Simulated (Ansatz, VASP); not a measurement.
**Two plane-wave programs on MgO**

```
Mg O
1.0
     0.00000    2.10713    2.10713
     2.10713    0.00000    2.10713
     2.10713    2.10713    0.00000
Mg O
1 1
Direct
  0.00000 0.00000 0.00000
  0.50000 0.50000 0.50000
```

Alike in both runs: task single point; functional r2SCAN; k mesh 10 × 10 × 10; occupations gaussian, width 0.02 eV; no spin polarisation.

|  | VASP | Ansatz |
| --- | --- | --- |
| version | VASP 6.6.1 | Ansatz 0.2.0 |
| potentials or method | VASP PAW PBE potentials, release 64 (Mg_sv, O), cutoff 920 eV | scalar-relativistic, plane waves, PAW |
| valence electrons in the cell | 16 | 16 |

Ansatz gave:

```
gap on the k mesh at the Fermi level (eV) : 5.61
least direct gap on the mesh (eV)         : 5.61
pressure (GPa)                            : -1.1
```

Estimate VASP's values.

gap on the k mesh at the Fermi level (eV): 5.63; least direct gap on the mesh (eV): 5.63; pressure (GPa): -0.7.

VASP's potentials were made for PBE, not for r2SCAN. With one functional, cell and mesh, what is left measures potentials, basis and numerics.
